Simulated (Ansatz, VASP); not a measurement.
## Two plane-wave programs on LaNb2O2

```
CELL_PARAMETERS angstrom
6.58133 0.00000 0.00000
0.00000 3.10974 0.00000
0.00000 0.00000 5.78660
ATOMIC_POSITIONS crystal
La 0.00000 0.50000 0.00000
Nb 0.50000 0.50000 0.81687
Nb 0.50000 0.50000 0.18313
O 0.50000 0.50000 0.50000
O 0.00000 0.00000 0.50000
```

Alike in both runs: functional PBE; k mesh 4 × 4 × 4; occupations gaussian, width 0.1 eV; no spin polarisation.

Ansatz relaxed the structure, and its values are those at the end. VASP's run is a single point on that final structure, the one shown.

```csv
,VASP,Ansatz
version,VASP 6.6.1,Ansatz 0.2.0
potentials or method,"VASP PAW PBE potentials, release 64 (La, Nb_sv, O), cutoff 520 eV","scalar-relativistic, plane waves, PAW"
valence electrons in the cell,49,49
```

|  | VASP | Ansatz | Ansatz less VASP |
| --- | --- | --- | --- |
| gap on the k mesh at the Fermi level (eV) | none | none | - |
| pressure (GPa) | -0.2 | 0.0 | +0.19 |
| rms of the force components (eV/Å) | 0.015 | 0.002 | -0.0133 |

A gap of «none» marks a metal or a gap that the smearing closes. The functional is the same, so the differences come from potentials, cutoffs and numerics.

The k mesh is coarse, so the values compare programs but aren't converged. Neither program's run includes spin-orbit coupling.
